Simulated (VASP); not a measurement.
# Ca in VASP: notebook, part 2 of 3

VASP 6.6.1. Earlier steps stand in the parts before.

## Step 3: Single point, PBE

The input, INCAR:

```
SYSTEM = Ca
PREC = Accurate
ENCUT = 520
EDIFF = 1E-6
ISMEAR = -1
SIGMA = 0.025
LREAL = .False.
LASPH = .True.
NELM = 60
ALGO = Normal
ISIF = 2
LWAVE = .False.
LCHARG = .False.
GGA = PE
NBANDS = 11
```

The input, KPOINTS:

```
Automatic mesh
0
Gamma
  7 7 7
  0 0 0
```

The input, POSCAR:

```
Ca
1.0
    0.0000000000      2.7942000000      2.7942000000
    2.7942000000      0.0000000000      2.7942000000
    2.7942000000      2.7942000000      0.0000000000
Ca
1
Direct
    0.0000000000      0.0000000000      0.0000000000
```

Potentials or basis: VASP PAW PBE potentials, release 64 (Ca_sv).

On the command line:

```
$ cat potpaw_PBE.64/Ca_sv/POTCAR > POTCAR
$ mpirun -np 1 vasp_std > vasp.out
```

OUTCAR:

```text
SYSTEM = Ca
   PREC = Accurate
   ENCUT = 520
   EDIFF = 1E-6
   ISMEAR = -1
   LREAL = .False.
   LASPH = .True.
   NELM = 60
   ISIF = 2
   GGA = PE

 ion  position               nearest neighbor table
   1  0.000  0.000  0.000-

  LATTYP: Found a face centered cubic cell.
 ALAT       =     5.5884000000

  Lattice vectors:

 A1 = (   0.0000000000,   2.7942000000,   2.7942000000)
 A2 = (   2.7942000000,   0.0000000000,   2.7942000000)
 A3 = (   2.7942000000,   2.7942000000,   0.0000000000)

Analysis of symmetry for initial positions (statically):
=====================================================================
 Subroutine PRICEL returns:
 Original cell was already a primitive cell.

 Routine SETGRP: Setting up the symmetry group for a
 face centered cubic supercell.

 Subroutine GETGRP returns: Found 48 space group operations
 (whereof 48 operations were pure point group operations)
 out of a pool of 48 trial point group operations.

The static configuration has the point symmetry O_h .

Analysis of symmetry for dynamics (positions and initial velocities):
=====================================================================
 Subroutine PRICEL returns:
 Original cell was already a primitive cell.

 Routine SETGRP: Setting up the symmetry group for a
 face centered cubic supercell.

 Subroutine GETGRP returns: Found 48 space group operations
 (whereof 48 operations were pure point group operations)
 out of a pool of 48 trial point group operations.

The dynamic configuration has the point symmetry O_h .

 Subroutine INISYM returns: Found 48 space group operations
 (whereof 48 operations are pure point group operations),
 and found     1 'primitive' translations

----------------------------------------------------------------------------------------

                                     Primitive cell

  volume of cell :      43.6317

  direct lattice vectors                    reciprocal lattice vectors
     0.000000000  2.794200000  2.794200000    -0.178942094  0.178942094  0.178942094
     2.794200000  0.000000000  2.794200000     0.178942094 -0.178942094  0.178942094
     2.794200000  2.794200000  0.000000000     0.178942094  0.178942094 -0.178942094

  length of vectors
     3.951595536  3.951595536  3.951595536     0.309936799  0.309936799  0.309936799

  position of ions in fractional coordinates (direct lattice)
     0.000000000  0.000000000  0.000000000

  ion indices of the primitive-cell ions
   primitive index   ion index
                 1           1

----------------------------------------------------------------------------------------

 KPOINTS: Automatic mesh

Automatic generation of k-mesh.
 Grid dimensions read from file:
 generate k-points for:    7    7    7

 Generating k-lattice:

  Cartesian coordinates                     Fractional coordinates (reciprocal lattice)
    -0.025563156  0.025563156  0.025563156     0.142857143  0.000000000  0.000000000
     0.025563156 -0.025563156  0.025563156     0.000000000  0.142857143  0.000000000
     0.025563156  0.025563156 -0.025563156     0.000000000  0.000000000  0.142857143

  Length of vectors
     0.044276686  0.044276686  0.044276686

  Shift w.r.t. Gamma in fractional coordinates (k-lattice)
     0.000000000  0.000000000  0.000000000

 Subroutine IBZKPT returns following result:
 ===========================================

 Found     20 irreducible k-points:

 Following reciprocal coordinates:
            Coordinates               Weight
  0.000000  0.000000  0.000000      1.000000
  0.142857  0.000000  0.000000      8.000000
  0.285714  0.000000  0.000000      8.000000
  0.428571  0.000000  0.000000      8.000000
  0.142857  0.142857  0.000000      6.000000
  0.285714  0.142857  0.000000     24.000000
[... 12 lines left out ...]
 -0.428571  0.428571  0.142857     24.000000
 -0.285714  0.428571  0.142857     24.000000
   k-points           NKPTS =     20   k-points in BZ     NKDIM =     20   number of bands    NBANDS=     11
   number of dos      NEDOS =    301   number of ions     NIONS =      1
   total plane-waves  NPLWV =  27000
   dimension x,y,z NGX =    30 NGY =   30 NGZ =   30
   dimension x,y,z NGXF=    60 NGYF=   60 NGZF=   60
   ions per type =               1
   NGX,Y,Z   is equivalent  to a cutoff of  12.62, 12.62, 12.62 a.u.
   NGXF,Y,Z  is equivalent  to a cutoff of  25.24, 25.24, 25.24 a.u.
 SYSTEM =  Ca
   PREC   = accura    normal or accurate (medium, high low for compatibility)
   ISTART =      0    job   : 0-new  1-cont  2-samecut
   ICHARG =      2    charge: 1-file 2-atom 10-const
   ISPIN  =      1    spin polarized calculation?
   LNONCOLLINEAR =      F non collinear calculations
   LSORBIT =      F    spin-orbit coupling
   LASPH  =      T    aspherical Exc in radial PAW
   ENCUT  =  520.0 eV  38.22 Ry    6.18 a.u.   7.35  7.35  7.35*2*pi/ulx,y,z
   NELM   =     60;   NELMIN=  2; NELMDL= -5     # of ELM steps
   EDIFF  = 0.1E-05   stopping-criterion for ELM
   LREAL  =      F    real-space projection
   EDIFFG = 0.1E-04   stopping-criterion for IOM
   NSW    =      0    number of steps for IOM
   IBRION =     -1    ionic relax: 0-MD 1-quasi-New 2-CG
   NFREE  =      0    steps in history (QN), initial steepest desc. (CG)
   ISIF   =      2    stress and relaxation
   ISYM   =      2    0-nonsym 1-usesym 2-fastsym
   POTIM  = 0.5000    time-step for ionic-motion
   TEBEG  =    0.0;   TEEND  =   0.0 temperature during run
   PSTRESS=    0.0 pullay stress
   NELECT =      10.0000    total number of electrons
   NUPDOWN=      -1.0000    fix difference up-down
   EMIN   =  10.00;   EMAX   =-10.00  energy-range for DOS
   EFERMI =   0.00;   METHOD = LEGACY
   ISMEAR =    -1;   SIGMA  =   0.03  broadening in eV -4-tet -1-fermi 0-gaus
   EFERMI_NEDOS =   21; number of points for ismear=-14 and -15
   IALGO  =     38    algorithm
   IMIX   =      4    mixing-type and parameters
     AMIX     =   0.40;   BMIX     =  1.00
     AMIX_MAG =   1.60;   BMIX_MAG =  1.00
  volume/ion in A,a.u.               =      43.63       294.44
  Fermi-wavevector in a.u.,A,eV,Ry     =   1.001861  1.893242 13.656506  1.003725
  Thomas-Fermi vector in A             =   2.134310
   LORBIT       =      0    0 simple, 1 ext, 2 COOP (PROOUT), +10 PAW based schemes
   GGA     = PE    functional components
   LHFCALC =     F    Hartree Fock is set to
   AEXX    =    0.0000 exact exchange contribution
   IVDW    =     0    specifies the selected vdW correction
   LEPSILON=     F    determine dielectric tensor
   LRPA    =     F    only Hartree local field effects (RPA)
 non-spin polarized calculation
  energy-cutoff  :      520.00
  volume of cell :       43.63
 maximum number of plane-waves:      1211
 NGX is ok and might be reduce to    30
   NGX = 15   NGY = 15   NGZ = 15

 number of electron      10.0000000 magnetization

 number of electron       9.9999997 magnetization

 Free energy of the ion-electron system (eV)
  ---------------------------------------------------
  ext. energy  EPLUGINS =         0.00000000
  ---------------------------------------------------
  free energy    TOTEN  =        -1.93518230 eV

  energy without entropy =       -1.93400391  energy(sigma->0) =       -1.93459311

 E-fermi :   1.8447     XC(G=0):  -7.6362

 val. band max:        1.7616975672   @ k =  -0.4286   0.1429   0.0000
 cond. band min:       1.9317021915   @ k =  -0.2857   0.4286   0.1429
 fundamental gap:      0.1700046244
 Fermi energy:         1.8446588383

 k-point     1 :       0.0000    0.0000    0.0000
  band No.  band energies     occupation
      1     -40.2886      2.00000
      2     -21.2078      2.00000
      3     -21.2078      2.00000
      4     -21.2078      2.00000
      5      -2.1385      2.00000
      6       4.1088      0.00000
      7       4.1088      0.00000
      8       4.1088      0.00000
      9       5.1340      0.00000
     10       5.1340      0.00000
     11      10.8043      0.00000
[... 253 lines left out ...]
 k-point    20 :      -0.2857    0.4286    0.1429
  band No.  band energies     occupation
      1     -40.2736      2.00000
      2     -21.2925      2.00000
      3     -21.2850      2.00000
      4     -21.2476      2.00000
      5       1.9317      0.05967
      6       2.3836      0.00000
      7       2.5559      0.00000
      8       4.5203      0.00000
      9       5.7781      0.00000
     10       6.3025      0.00000
     11       6.9432      0.00000

------------------------ aborting loop because EDIFF is reached ----------------------------------------

  FORCE on cell =-STRESS in cart. coord.  units (eV):
  Direction    XX          YY          ZZ          XY          YZ          ZX
  --------------------------------------------------------------------------------------
  -------------------------------------------------------------------------------------
  Total       -0.1329185     -0.1329185     -0.1329185      0.0000000      0.0000000      0.0000000
  in kB       -4.8808271     -4.8808271     -4.8808271      0.0000000      0.0000000      0.0000000
  external PRESSURE =      -4.8808271 kB  Pullay stress =       0.0000000 kB

 VOLUME and BASIS-vectors are now :
 -----------------------------------------------------------------------------
  energy-cutoff  :      520.00
  volume of cell :       43.63
      direct lattice vectors                 reciprocal lattice vectors
     0.000000000  2.794200000  2.794200000    -0.178942094  0.178942094  0.178942094
     2.794200000  0.000000000  2.794200000     0.178942094 -0.178942094  0.178942094
     2.794200000  2.794200000  0.000000000     0.178942094  0.178942094 -0.178942094

 POSITION                                       TOTAL-FORCE (eV/Angst)
 -----------------------------------------------------------------------------------
      0.00000      0.00000      0.00000         0.000000     -0.000000      0.000000
 -----------------------------------------------------------------------------------
    total drift:                               -0.000000     -0.000000      0.000000

  FREE ENERGIE OF THE ION-ELECTRON SYSTEM (eV)
  ---------------------------------------------------
  free  energy   TOTEN  =        -1.9351823024 eV

  energy  without entropy=       -1.9340039146  energy(sigma->0) =       -1.93459311
```

OSZICAR:

```text
N       E                     dE             d eps       ncg     rms          rms(c)
DAV:   1     0.677046513139E+02    0.67705E+02   -0.49498E+03   440   0.816E+02
DAV:   2    -0.376401053461E+00   -0.68081E+02   -0.67572E+02   482   0.212E+02
DAV:   3    -0.190476311857E+01   -0.15284E+01   -0.14963E+01   669   0.301E+01
DAV:   4    -0.194162591920E+01   -0.36863E-01   -0.36822E-01   548   0.419E+00
DAV:   5    -0.194271270462E+01   -0.10868E-02   -0.10865E-02   620   0.539E-01    0.222E+00
DAV:   6    -0.193714287907E+01    0.55698E-02   -0.96704E-03   533   0.109E+00    0.135E+00
DAV:   7    -0.193553986936E+01    0.16030E-02   -0.15614E-02   469   0.147E+00    0.103E-01
DAV:   8    -0.193517033283E+01    0.36954E-03   -0.17373E-03   505   0.394E-01    0.213E-02
DAV:   9    -0.193518151316E+01   -0.11180E-04   -0.10282E-04   603   0.805E-02    0.474E-03
DAV:  10    -0.193518230243E+01   -0.78927E-06   -0.65512E-06   610   0.217E-02
   1 F= -.19351823E+01 E0= -.19345931E+01  d E =-.117839E-02
```

stdout:

```text
POSCAR found type information on POSCAR Ca
 POSCAR found :  1 types and       1 ions
 scaLAPACK will be used
 LDA part: xc-table for (Slater+PW92), standard interpolation
 POSCAR, INCAR and KPOINTS ok, starting setup
 FFT: planning ... GRIDC
 FFT: planning ... GRID_SOFT
 FFT: planning ... GRID
 WAVECAR not read
 entering main loop
```

Run time: 17 s. Hardware: 1 thread of Intel Xeon 8259CL, shared host; peak memory 0.16 GiB.

What came out:

```
Free energy            : -1.9352 eV
Pressure               : -0.5 GPa
Band gap on the k mesh : zero (bands 5 and 6 overlap by 0.17 eV)
```

## Step 4: Single point, PBE

The input, INCAR:

```
SYSTEM = Ca
ALGO     = Fast           ! electronic algorithm
EDIFF    = 1E-6           ! SCF threshold, eV
ENCUT    = 520            ! plane-wave cutoff, eV
GGA      = PE             ! functional
ISIF     = 2              ! what is computed and relaxed
ISMEAR   = -1             ! smearing method
LASPH    = .TRUE.         ! aspherical terms in the spheres
LCHARG   = .TRUE.         ! write CHGCAR
LELF     = .TRUE.         ! ELF
LREAL    = .FALSE.        ! projectors in reciprocal space
LVHAR    = .TRUE.       
LWAVE    = .FALSE.        ! write WAVECAR
NBANDS   = 11             ! bands
NELM     = 100            ! most SCF steps
PREC     = Accurate       ! precision mode
SIGMA    = 0.01           ! smearing width, eV
```

The input, KPOINTS:

```
k-points
0
G
  7 7 7
  0 0 0
```

POSCAR is that of step 3.

On the command line:

```
$ cat potpaw_PBE.64/Ca_sv/POTCAR > POTCAR
$ mpirun -np 1 vasp_std > vasp.out
```

Run time: 24 s. Hardware: 1 thread of Intel Xeon 8259CL, shared host; peak memory 0.16 GiB.

It converged, with:

| Item | Value |
| --- | --- |
| Free energy | -1.9349 eV |
| Pressure | -0.5 GPa |
| Band gap on the k mesh | zero (bands 5 and 6 overlap by 0.17 eV) |

Levels at points of the mesh, in eV from the Fermi level:
```tsv
k point	band 1	band 2	band 3	band 4	band 5	band 6	band 7	band 8	band 9	band 10
(0.00, 0.00, 0.00)	-42.14	-23.06	-23.06	-23.06	-3.98	2.26	2.26	2.26	3.29	3.29
```

(Continued in part 3 of 3.)

The gap in the log of VASP goes by the Fermi energy; the results here count the filled bands.